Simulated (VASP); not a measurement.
# Ni in VASP: notebook

Runs on Ni. Level: PBE. Tasks: electric field gradients.

Everything below comes from runs of VASP 6.6.1. Logs are shortened: lines on timing, memory, paths and dates and some standing lists are left out, and cuts for length are marked.

## 1. The cell of the first run

It takes space group Fm-3m (No. 225, cubic). Conventional cell: a = 3.512 Å, b = 3.512 Å, c = 3.512 Å, α = 90.00°, β = 90.00°, γ = 90.00°. Within 3.3 Å of Ni (site symmetry m-3m) lie 12 Ni at 2.48 Å.

## 2. Electric field gradients, PBE, collinear spin, ferromagnetic start (10.83 Å³/atom)

INCAR reads:

```
SYSTEM = Ni
PREC = Accurate ; ENCUT = 520
EDIFF = 1E-8 ; ISMEAR = -1
SIGMA = 0.05 ; LREAL = .FALSE.
LASPH = .TRUE. ; NELM = 150
ALGO = Normal ; ISIF = 2
LWAVE = .FALSE. ; LCHARG = .FALSE.
ISPIN = 2 ; MAGMOM = 1.5
LORBIT = 11 ; LMAXMIX = 4
GGA = PE ; LEFG = .TRUE.
NBANDS = 15
```

KPOINTS reads:

```
Automatic mesh
0
G
  20 20 20
  0 0 0
```

POSCAR reads:

```
Ni
1.0
    0.0000000000      1.7560842062      1.7560842062
    1.7560842062      0.0000000000      1.7560842062
    1.7560842062      1.7560842062      0.0000000000
Ni
1
Direct
    0.0000000000      0.0000000000      0.0000000000
```

Potentials or basis: VASP PAW PBE potentials, release 64 (Ni).

Run with:

```console
cat potpaw_PBE.64/Ni/POTCAR > POTCAR
mpirun -np 1 vasp_std > vasp.out
```

OUTCAR:

```text
SYSTEM = Ni
   PREC = Accurate
   ENCUT = 520
   EDIFF = 1E-8
   ISMEAR = -1
   LREAL = .FALSE.
   LASPH = .TRUE.
   NELM = 150
   ISIF = 2
   ISPIN = 2
   LORBIT = 11
   GGA = PE

 ion  position               nearest neighbor table
   1  0.000  0.000  0.000-

  LATTYP: Found a face centered cubic cell.
 ALAT       =     3.5121684124

  Lattice vectors:

 A1 = (   0.0000000000,   1.7560842062,   1.7560842062)
 A2 = (   1.7560842062,   0.0000000000,   1.7560842062)
 A3 = (   1.7560842062,   1.7560842062,   0.0000000000)

Analysis of symmetry for initial positions (statically):
=====================================================================
 Subroutine PRICEL returns:
 Original cell was already a primitive cell.

 Routine SETGRP: Setting up the symmetry group for a
 face centered cubic supercell.

 Subroutine GETGRP returns: Found 48 space group operations
 (whereof 48 operations were pure point group operations)
 out of a pool of 48 trial point group operations.

The static configuration has the point symmetry O_h .

Analysis of symmetry for dynamics (positions and initial velocities):
=====================================================================
 Subroutine PRICEL returns:
 Original cell was already a primitive cell.

 Routine SETGRP: Setting up the symmetry group for a
 face centered cubic supercell.

 Subroutine GETGRP returns: Found 48 space group operations
 (whereof 48 operations were pure point group operations)
 out of a pool of 48 trial point group operations.

The dynamic configuration has the point symmetry O_h .

Analysis of structural, dynamic, and magnetic symmetry:
=====================================================================
 Subroutine PRICEL returns:
 Original cell was already a primitive cell.

 Routine SETGRP: Setting up the symmetry group for a
 face centered cubic supercell.

 Subroutine GETGRP returns: Found 48 space group operations
 (whereof 48 operations were pure point group operations)
 out of a pool of 48 trial point group operations.

The overall configuration has the point symmetry O_h .

 Subroutine INISYM returns: Found 48 space group operations
 (whereof 48 operations are pure point group operations),
 and found     1 'primitive' translations

[... 585 lines left out ...]
  band No.  band energies     occupation
      1       0.3640      1.00000
      2       7.7468      1.00000
      3       7.7468      1.00000
      4       7.7468      1.00000
      5       8.7644      1.00000
      6       8.7644      1.00000
      7      33.0405      0.00000
      8      37.0792      0.00000
      9      37.0792      0.00000
     10      37.0792      0.00000
     11      40.1525      0.00000
     12      40.1525      0.00000
     13      40.1525      0.00000
     14      42.8826      0.00000
[... 403 lines left out ...]
      4       7.7673      1.00000
      5       9.2410      0.98129
      6       9.5565      0.08721
      7      18.8621      0.00000
      8      31.1418      0.00000
      9      33.5560      0.00000
     10      35.5442      0.00000
     11      37.4394      0.00000
     12      39.2752      0.00000
     13      43.5631      0.00000
     14      50.2707      0.00000
     15      51.9963      0.00000

 [... further k-points ...]

------------------------ aborting loop because EDIFF is reached ----------------------------------------

  FORCE on cell =-STRESS in cart. coord.  units (eV):
  Direction    XX          YY          ZZ          XY          YZ          ZX
  --------------------------------------------------------------------------------------
  -------------------------------------------------------------------------------------
  Total        0.0727930      0.0727930      0.0727930      0.0000000     -0.0000000      0.0000000
  in kB       10.7679763     10.7679763     10.7679763      0.0000000     -0.0000000      0.0000000
  external PRESSURE =      10.7679763 kB  Pullay stress =       0.0000000 kB

 VOLUME and BASIS-vectors are now :
 -----------------------------------------------------------------------------
  energy-cutoff  :      520.00
  volume of cell :       10.83
      direct lattice vectors                 reciprocal lattice vectors
     0.000000000  1.756084206  1.756084206    -0.284724387  0.284724387  0.284724387
     1.756084206  0.000000000  1.756084206     0.284724387 -0.284724387  0.284724387
     1.756084206  1.756084206  0.000000000     0.284724387  0.284724387 -0.284724387

 POSITION                                       TOTAL-FORCE (eV/Angst)
 -----------------------------------------------------------------------------------
      0.00000      0.00000      0.00000         0.000000     -0.000000     -0.000000
 -----------------------------------------------------------------------------------
    total drift:                               -0.000000     -0.000000     -0.000000

  FREE ENERGIE OF THE ION-ELECTRON SYSTEM (eV)
  ---------------------------------------------------
  free  energy   TOTEN  =        -5.4777237901 eV

  energy  without entropy=       -5.4636694800  energy(sigma->0) =       -5.47069664

 Electric field gradients (V/A^2)
---------------------------------------------------------------------
 ion       V_xx      V_yy      V_zz      V_xy      V_xz      V_yz
---------------------------------------------------------------------
   1       0.000     0.000     0.000    -0.001    -0.001    -0.001
---------------------------------------------------------------------

 Electric field gradients after diagonalization (V/A^2)
 (convention: |V_zz| > |V_xx| > |V_yy|)
----------------------------------------------------------------------
 ion       V_xx      V_yy      V_zz     asymmetry (V_yy - V_xx)/ V_zz
----------------------------------------------------------------------
   1       0.001     0.001    -0.002       0.000
----------------------------------------------------------------------

           NMR quadrupolar parameters

 Cq : quadrupolar parameter    Cq=e*Q*V_zz/h
 eta: asymmetry parameters     (V_yy - V_xx)/ V_zz
 Q  : nuclear electric quadrupole moment in mb (millibarn)
----------------------------------------------------------------------
 ion       Cq(MHz)       eta       Q (mb)
----------------------------------------------------------------------
   1      -0.000       0.000       1.000
----------------------------------------------------------------------

 total charge

# of ion       s       p       d       tot
------------------------------------------
    1        0.500   0.502   8.316   9.318

 magnetization (x)

# of ion       s       p       d       tot
------------------------------------------
    1       -0.006  -0.025   0.670   0.638
```

OSZICAR:

```text
N       E                     dE             d eps       ncg     rms          rms(c)
DAV:   1     0.326666094211E+02    0.32667E+02   -0.41963E+03 16460   0.860E+02
DAV:   2    -0.502619979816E+01   -0.37693E+02   -0.34723E+02 17509   0.161E+02
DAV:   3    -0.643936058472E+01   -0.14132E+01   -0.14047E+01 18860   0.307E+01
DAV:   4    -0.644783766618E+01   -0.84771E-02   -0.84759E-02 18759   0.224E+00
DAV:   5    -0.644794001934E+01   -0.10235E-03   -0.10235E-03 19180   0.221E-01    0.103E+01
DAV:   6    -0.582675752148E+01    0.62118E+00   -0.13089E+01 22227   0.408E+01    0.605E+00
DAV:   7    -0.549429366157E+01    0.33246E+00   -0.24040E+00 20398   0.153E+01    0.187E+00
DAV:   8    -0.548128435210E+01    0.13009E-01   -0.20883E-02 18817   0.931E-01    0.967E-01
DAV:   9    -0.547837105703E+01    0.29133E-02   -0.20715E-03 25155   0.277E-01    0.296E-01
DAV:  10    -0.547772438475E+01    0.64667E-03   -0.85281E-04 24358   0.167E-01    0.360E-02
DAV:  11    -0.547772264737E+01    0.17374E-05   -0.18236E-05 22662   0.271E-02    0.265E-02
DAV:  12    -0.547772383315E+01   -0.11858E-05   -0.18864E-06 22647   0.768E-03    0.645E-03
DAV:  13    -0.547772358848E+01    0.24467E-06   -0.10460E-07 20220   0.374E-03    0.288E-03
DAV:  14    -0.547772384468E+01   -0.25621E-06   -0.25639E-08 17329   0.102E-03    0.515E-04
DAV:  15    -0.547772378853E+01    0.56154E-07   -0.61288E-09 14680   0.580E-04    0.297E-04
DAV:  16    -0.547772379010E+01   -0.15721E-08   -0.30844E-10 10494   0.188E-04
   1 F= -.54777238E+01 E0= -.54706966E+01  d E =-.140543E-01  mag=     0.6267
```

It took 92 s on 1 thread of Intel Xeon Platinum 8488C (Sapphire Rapids), shared host; peak memory 0.17 GiB.

Results:

```yaml
Free_energy: -5.4777 eV
Pressure: 1.1 GPa
Net_moment: 0.63 μB per cell
Site_moments: Ni +0.64 μB
Largest_electric_field_gradient_by_atom: under 0.05 V/Å² on every atom
Valence_electrons_inside_the_program's_atomic_spheres: Ni 9.32
```

## 3. Electric field gradients, PBE, collinear spin, ferromagnetic start (11.16 Å³/atom)

This run uses another cell than the first one, of 11.16 Å³/atom.

INCAR reads:

```
SYSTEM = Ni
ALGO = Normal
EDIFF = 1E-8
ENCUT = 520
GGA = PE
ISIF = 2
ISMEAR = -1
ISPIN = 2
LASPH = .True.
LCHARG = .False.
LEFG = .True.
LMAXMIX = 4
LORBIT = 11
LREAL = .False.
LWAVE = .False.
MAGMOM = 1.5
NBANDS = 15
NELM = 150
PREC = Accurate
SIGMA = 0.05
```

KPOINTS reads:

```
k-points
0
Gamma
  20 20 20
  0 0 0
```

POSCAR reads:

```
Ni
1.0
    0.0000000000      1.7738236312      1.7738236312
    1.7738236312      0.0000000000      1.7738236312
    1.7738236312      1.7738236312      0.0000000000
Ni
1
Direct
    0.0000000000      0.0000000000      0.0000000000
```

Potentials or basis: VASP PAW PBE potentials, release 64 (Ni).

Run with:

```console
cat potpaw_PBE.64/Ni/POTCAR > POTCAR
mpirun -np 1 vasp_std > vasp.out
```

OUTCAR:

```text
SYSTEM = Ni
   EDIFF = 1E-8
   ENCUT = 520
   GGA = PE
   ISIF = 2
   ISMEAR = -1
   ISPIN = 2
   LASPH = .True.
   LORBIT = 11
   LREAL = .False.
   NELM = 150
   PREC = Accurate

 ion  position               nearest neighbor table
   1  0.000  0.000  0.000-

  LATTYP: Found a face centered cubic cell.
 ALAT       =     3.5476472624

  Lattice vectors:

 A1 = (   0.0000000000,   1.7738236312,   1.7738236312)
 A2 = (   1.7738236312,   0.0000000000,   1.7738236312)
 A3 = (   1.7738236312,   1.7738236312,   0.0000000000)

[... 1094 lines left out ...]

 Electric field gradients (V/A^2)
---------------------------------------------------------------------
 ion       V_xx      V_yy      V_zz      V_xy      V_xz      V_yz
---------------------------------------------------------------------
   1      -0.000    -0.000    -0.000    -0.001    -0.001    -0.001
---------------------------------------------------------------------

 Electric field gradients after diagonalization (V/A^2)
 (convention: |V_zz| > |V_xx| > |V_yy|)
----------------------------------------------------------------------
 ion       V_xx      V_yy      V_zz     asymmetry (V_yy - V_xx)/ V_zz
----------------------------------------------------------------------
   1       0.001     0.001    -0.003       0.000
----------------------------------------------------------------------

           NMR quadrupolar parameters

 Cq : quadrupolar parameter    Cq=e*Q*V_zz/h
 eta: asymmetry parameters     (V_yy - V_xx)/ V_zz
 Q  : nuclear electric quadrupole moment in mb (millibarn)
----------------------------------------------------------------------
 ion       Cq(MHz)       eta       Q (mb)
----------------------------------------------------------------------
   1      -0.000       0.000       1.000
----------------------------------------------------------------------

 total charge

# of ion       s       p       d       tot
------------------------------------------
    1        0.487   0.476   8.303   9.265

 magnetization (x)

# of ion       s       p       d       tot
------------------------------------------
    1       -0.007  -0.025   0.677   0.646
```

OSZICAR:

```text
N       E                     dE             d eps       ncg     rms          rms(c)
DAV:   1     0.336067882519E+02    0.33607E+02   -0.42118E+03 16195   0.855E+02
DAV:   2    -0.496116180798E+01   -0.38568E+02   -0.35631E+02 17551   0.162E+02
DAV:   3    -0.643806101576E+01   -0.14769E+01   -0.14667E+01 18643   0.312E+01
DAV:   4    -0.644744629059E+01   -0.93853E-02   -0.93840E-02 18948   0.237E+00
DAV:   5    -0.644757160310E+01   -0.12531E-03   -0.12531E-03 19062   0.245E-01    0.101E+01
DAV:   6    -0.585951513014E+01    0.58806E+00   -0.13737E+01 22227   0.414E+01    0.635E+00
DAV:   7    -0.548937570084E+01    0.37014E+00   -0.26549E+00 20739   0.160E+01    0.178E+00
DAV:   8    -0.547759058204E+01    0.11785E-01   -0.20642E-02 18393   0.906E-01    0.944E-01
DAV:   9    -0.547460964305E+01    0.29809E-02   -0.21493E-03 24618   0.287E-01    0.292E-01
DAV:  10    -0.547392003235E+01    0.68961E-03   -0.97536E-04 24384   0.181E-01    0.364E-02
DAV:  11    -0.547391944348E+01    0.58887E-06   -0.17405E-05 21714   0.279E-02    0.268E-02
DAV:  12    -0.547392067795E+01   -0.12345E-05   -0.22105E-06 22939   0.822E-03    0.715E-03
DAV:  13    -0.547392030449E+01    0.37346E-06   -0.10105E-07 19834   0.358E-03    0.255E-03
DAV:  14    -0.547392057910E+01   -0.27462E-06   -0.24781E-08 16895   0.947E-04    0.607E-04
DAV:  15    -0.547392051803E+01    0.61077E-07   -0.71408E-09 14148   0.625E-04    0.331E-04
DAV:  16    -0.547392051871E+01   -0.67985E-09   -0.29744E-10 10641   0.184E-04
   1 F= -.54739205E+01 E0= -.54666493E+01  d E =-.145425E-01  mag=     0.6315
```

Run time: 1.7 min. Hardware: 1 thread of Intel Xeon Platinum 8488C (Sapphire Rapids), shared host; peak memory 0.18 GiB.

Results:

- Free energy: -5.4739 eV
- Pressure: -4.6 GPa
- Net moment: 0.63 μB per cell
- Site moments: Ni +0.65 μB
- Largest electric field gradient by atom: under 0.05 V/Å² on every atom
- Valence electrons inside the program's atomic spheres: Ni 9.27

Caveat: the cell stands under tension.

## 4. Electric field gradients, PBE, collinear spin, ferromagnetic start (11.49 Å³/atom)

This run uses another cell than the first one, of 11.49 Å³/atom.

INCAR reads:

```
  ALGO = Normal
  EDIFF = 1E-8
  ENCUT = 520
  GGA = PE
  ISIF = 2
  ISMEAR = -1
  ISPIN = 2
  LASPH = T
  LCHARG = F
  LEFG = T
  LMAXMIX = 4
  LORBIT = 11
  LREAL = F
  LWAVE = F
  MAGMOM = 1.5
  NBANDS = 15
  NELM = 150
  PREC = Accurate
  SIGMA = 0.05
```

KPOINTS reads:

```
k-points
0
Gamma
  20 20 20
```

POSCAR reads:

```
Ni
1.0
    0.0000000000      1.7912151680      1.7912151680
    1.7912151680      0.0000000000      1.7912151680
    1.7912151680      1.7912151680      0.0000000000
Ni
1
Direct
    0.0000000000      0.0000000000      0.0000000000
```

Potentials or basis: VASP PAW PBE potentials, release 64 (Ni).

Run with:

```console
cat potpaw_PBE.64/Ni/POTCAR > POTCAR
mpirun -np 1 vasp_std > vasp.out
```

OUTCAR:

```text
EDIFF = 1E-8
   ENCUT = 520
   GGA = PE
   ISIF = 2
   ISMEAR = -1
   ISPIN = 2
   LASPH = T
   LORBIT = 11
   LREAL = F
   NELM = 150
   PREC = Accurate

 ion  position               nearest neighbor table
   1  0.000  0.000  0.000-

  LATTYP: Found a face centered cubic cell.
 ALAT       =     3.5824303360

  Lattice vectors:

 A1 = (   0.0000000000,   1.7912151680,   1.7912151680)
 A2 = (   1.7912151680,   0.0000000000,   1.7912151680)
 A3 = (   1.7912151680,   1.7912151680,   0.0000000000)

Analysis of symmetry for initial positions (statically):
[... 1097 lines left out ...]
---------------------------------------------------------------------
 ion       V_xx      V_yy      V_zz      V_xy      V_xz      V_yz
---------------------------------------------------------------------
   1      -0.000    -0.000    -0.000    -0.001    -0.001    -0.001
---------------------------------------------------------------------

 Electric field gradients after diagonalization (V/A^2)
 (convention: |V_zz| > |V_xx| > |V_yy|)
----------------------------------------------------------------------
 ion       V_xx      V_yy      V_zz     asymmetry (V_yy - V_xx)/ V_zz
----------------------------------------------------------------------
   1       0.001     0.001    -0.002       0.000
----------------------------------------------------------------------

           NMR quadrupolar parameters

 Cq : quadrupolar parameter    Cq=e*Q*V_zz/h
 eta: asymmetry parameters     (V_yy - V_xx)/ V_zz
 Q  : nuclear electric quadrupole moment in mb (millibarn)
----------------------------------------------------------------------
 ion       Cq(MHz)       eta       Q (mb)
----------------------------------------------------------------------
   1      -0.000       0.000       1.000
----------------------------------------------------------------------

 total charge

# of ion       s       p       d       tot
------------------------------------------
    1        0.475   0.451   8.292   9.218

 magnetization (x)

# of ion       s       p       d       tot
------------------------------------------
    1       -0.007  -0.025   0.685   0.654
```

Wall time 1.7 min (1 thread of Intel Xeon Platinum 8488C (Sapphire Rapids), shared host); peak memory 0.18 GiB.

Results:

| Property | Result |
| --- | --- |
| Free energy | -5.4594 eV |
| Pressure | -9.3 GPa |
| Net moment | 0.64 μB per cell |
| Site moments | Ni +0.65 μB |
| Largest electric field gradient by atom | under 0.05 V/Å² on every atom |
| Valence electrons inside the program's atomic spheres | Ni 9.22 |

Caveat: the cell stands under tension.

(Continued in part 2 of 2.)
